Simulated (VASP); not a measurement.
Wanted: the native input for a VASP 6.6.1 run.

```yaml
Task: single point
Functional: r2SCAN
Potentials_or_basis: VASP PAW PBE potentials, release 64 (Ga_d, N)
Cutoff: 520 eV
k_mesh: 10 × 10 × 10
Occupations: gaussian, width 0.01 eV
Spin: no spin polarisation
Dipole_correction: no
Further_INCAR_settings: ALGO = Normal; EDIFF = 1e-06; NBANDS = 16
```

Crystal: GaN.

```
CELL_PARAMETERS angstrom
2.26019 2.26019 0.00000
-2.26019 2.26019 0.00000
0.00000 2.26019 2.23681
ATOMIC_POSITIONS crystal
Ga 0.00000 0.00000 0.00000
N 0.25000 0.75000 0.50000
```

This cell differs from its parent crystal: film at in-plane strain +0.005.

These files were run (other wordings do the same):

POSCAR

```
GaN
1.0
    2.2601897605      2.2601897605      0.0000000000
   -2.2601897605      2.2601897605      0.0000000000
    0.0000000000      2.2601897605      2.2368121672
Ga N
1 1
Direct
    0.0000000000      0.0000000000      0.0000000000
    0.2500000000      0.7500000000      0.5000000000
```

INCAR.step1

```
ALGO = Normal
EDIFF = 1E-4
ENCUT = 520
GGA = PE
ISMEAR = 0
LASPH = True
LCHARG = False
LREAL = False
LWAVE = True
NBANDS = 16
NELM = 80
PREC = Accurate
SIGMA = 0.01
```

INCAR.step2

```
ALGO = Normal
EDIFF = 1E-6
ENCUT = 520
ISIF = 2
ISMEAR = 0
ISTART = 1
LASPH = True
LCHARG = True
LELF = True
LMIXTAU = True
LREAL = False
LVHAR = True
LWAVE = False
METAGGA = R2SCAN
NBANDS = 16
NELM = 80
PREC = Accurate
SIGMA = 0.01
```

KPOINTS

```
k-points
0
Gamma
  10 10 10
```

Potentials or basis: VASP PAW PBE potentials, release 64 (Ga_d, N).

The run is started by

```bash
$ cat potpaw_PBE.64/Ga_d/POTCAR potpaw_PBE.64/N/POTCAR > POTCAR
$ cp INCAR.step1 INCAR
$ mpirun -np 1 vasp_std > vasp.out
$ cp INCAR.step2 INCAR
$ mpirun -np 1 vasp_std > vasp.out
```

It gave:

```json
{
 "Pressure": "0.2 GPa",
 "Band gap on the k mesh": "2.10 eV, direct"
}
```

Caveat: the cell differs from its parent crystal (film at in-plane strain +0.005); the PAW data sets were made with another functional, which shifts forces and pressure a little.

It took 79 s on 1 thread of Intel Xeon 6975P-C (shared host), peak memory 0.17 GiB.
